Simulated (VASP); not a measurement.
A run of VASP 6.6.1 is set up as follows.

The input INCAR:

```
SYSTEM = Se
PREC = Accurate
ENCUT = 600
EDIFF = 1E-7
ISMEAR = 0
SIGMA = 0.1
LREAL = .False.
LASPH = .True.
NELM = 100
ALGO = Fast
ISIF = 3
LWAVE = .False.
LCHARG = .False.
GGA = PE
IBRION = 2
NSW = 100
EDIFFG = -0.01
```

The input KPOINTS:

```
regular mesh
0
Gamma
  8 8 8
  0 0 0
```

File POSCAR:

```
Se
1.0
    5.5082737108      0.0000000000      0.0000000000
    0.0000000000      5.5082737108      0.0000000000
    0.0000000000      0.0000000000      5.5082737108
Se
8
Direct
    0.5000000000      0.5000000000      0.5000000000
    0.0000000000      0.0000000000      0.0000000000
    0.2500000000      0.0000000000      0.5000000000
    0.5000000000      0.2500000000      0.0000000000
    0.5000000000      0.7500000000      0.0000000000
    0.7500000000      0.0000000000      0.5000000000
    0.0000000000      0.5000000000      0.7500000000
    0.0000000000      0.5000000000      0.2500000000
```

Potentials or basis: VASP PAW PBE potentials, release 64 (Se).

Command:

```bash
$ cat potpaw_PBE.64/Se/POTCAR > POTCAR
$ mpirun -np 1 vasp_std > vasp.out
```

Question: Estimate the relaxed volume.

Answer: 20.79 Å³/atom.

Question: Estimate the space group after relaxing (to 0.1 Å).

Answer: Pm-3n (No. 223).

Question: Predict the relaxed cell.

Answer: a = 5.500 Å, b = 5.500 Å, c = 5.500 Å, α = 90.00°, β = 90.00°, γ = 90.00°.

The path:
```tsv
step	energy change (eV)	largest force (eV/Å)	pressure (GPa)	volume (Å³)
1	0.0000	0.0000	-0.31	167.13
2	-0.0007	0.0000	0.08	166.15
3	-0.0008	0.0000	0.00	166.33
```

Caveat: the highest band is partly filled, so the run has too few bands.
